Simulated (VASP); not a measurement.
HgPd, 2 atoms in the cell. The structure is tetragonal, space group P4/mmm (No. 123). Conventional cell: a = 2.968 Å, b = 2.968 Å, c = 3.617 Å, α = 90.00°, β = 90.00°, γ = 90.00°. Hg (site symmetry 4/mmm) has 8 Pd at 2.77 Å and 6 Hg at 2.97 to 3.62 Å within 3.7 Å. Pd (site symmetry 4/mmm) has 8 Hg at 2.77 Å and 6 Pd at 2.97 to 3.62 Å within 3.7 Å. 

| Property | Result |
| --- | --- |
| Program | VASP 6.6.1 |
| Task | electric field gradients |
| Functional | PBEsol |
| Potentials or basis | VASP PAW PBE potentials, release 64 (Hg, Pd) |
| Cutoff | 520 eV |
| k mesh | 11 × 11 × 9 |
| Occupations | fermi-dirac, width 0.05 eV |
| Spin | no spin polarisation |
| Dipole correction | no |
| Further INCAR settings | ALGO = Normal; EDIFF = 1e-08; NBANDS = 18 |

Potentials or basis: VASP PAW PBE potentials, release 64 (Hg, Pd).

The run is started by

```bash
$ cat potpaw_PBE.64/Hg/POTCAR potpaw_PBE.64/Pd/POTCAR > POTCAR
$ mpirun -np 1 vasp_std > vasp.out
```

Hardware: 1 thread of Intel(R) Xeon(R) 6975P-C (Granite Rapids), on a shared host.

Q: Estimate the wall time of this run.

A: Wall time 16 s on 1 thread of Intel(R) Xeon(R) 6975P-C (Granite Rapids) (shared host), peak memory 0.19 GiB. Counts: scf iterations 14, k points 105.
